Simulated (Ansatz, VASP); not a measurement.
**One calculation of SrB, two programs**

```
Sr B
1.0
     0.00000    2.97938    2.97938
     2.97938    0.00000    2.97938
     2.97938    2.97938    0.00000
Sr B
1 1
Direct
  0.00000 0.00000 0.00000
  0.50000 0.50000 0.50000
```

Change from the starting cell: species swapped into the YbAs type (Fm-3m, No. 225).

Alike in both runs: functional PBE; k mesh 6 × 6 × 6; occupations gaussian, width 0.1 eV; no spin polarisation.

Ansatz relaxed the structure, and its values are those at the end. VASP's run is a single point on that final structure, the one shown.

```csv
,VASP,Ansatz
version,VASP 6.6.1,Ansatz 0.2.0
potentials or method,"VASP PAW PBE potentials, release 64 (Sr_sv, B), cutoff 520 eV","scalar-relativistic, plane waves, PAW"
valence electrons in the cell,13,13
```

```tsv
	VASP	Ansatz	Ansatz less VASP
gap on the k mesh at the Fermi level (eV)	none	none	-
pressure (GPa)	0.1	0.1	-0.06
```

A gap of «none» marks a metal or a gap that the smearing closes. The functional is the same, so the differences come from potentials, cutoffs and numerics.
